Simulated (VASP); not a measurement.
Write the native input for VASP 6.6.1 that does the following.

| Property | Result |
| --- | --- |
| Task | single point |
| Functional | PBE |
| Potentials or basis | VASP PAW PBE potentials, release 64 (N, B) |
| Cutoff | 520 eV |
| k mesh | 10 × 10 × 1 |
| Occupations | gaussian, width 0.03 eV |
| Spin | no spin polarisation |
| Tolerance level | tight |
| Dipole correction | yes |
| Purpose | levels |
| Further INCAR settings | ALGO = Normal; EDIFF = 1e-06; NBANDS = 14; NELMDL = -8; ISIF = 0 |

The structure of BN lies in POSCAR:

```
BN
1.0
    2.5017062525      0.0000000000      0.0000000000
    1.2492946936     -2.1674401819      0.0000000000
    0.0000000000      0.0000000000    -16.0000000000
N B
1 1
Direct
    0.0000000000      1.0000000000      0.5000000000
    0.6666026900      0.6666026900      0.5000000000
```

The input as run:

INCAR

```
SYSTEM = BN
  GGA = PE
  LDIPOL = .True.
  IDIPOL = 3
  DIPOL = 0.5 0.5 0.500
  ISMEAR = 0
  SIGMA = 0.03
  LWAVE = .False.
  LCHARG = .False.
  ISIF = 0
  PREC = Accurate
  LASPH = .True.
  LREAL = .False.
  ALGO = Normal
  EDIFF = 1E-6
  NELM = 120
  GGA_COMPAT = .False.
  ENCUT = 520
  EFERMI = MIDGAP
  NELMDL = -8
  NBANDS = 14
```

KPOINTS

```
Automatic mesh
0
Gamma
  10 10 1
  0 0 0
```

Potentials or basis: VASP PAW PBE potentials, release 64 (N, B).

Run with:

```console
$ cat potpaw_PBE.64/N/POTCAR potpaw_PBE.64/B/POTCAR > POTCAR
$ mpirun -np 1 vasp_std > vasp.out
```

Results of the run:

The band gap on the k mesh is 4.86 eV (least direct gap 5.03 eV).

It took 29 s on 1 thread of AMD EPYC 9R45 96-Core Processor (Zen 5), with other jobs on the host, peak memory 0.18 GiB.
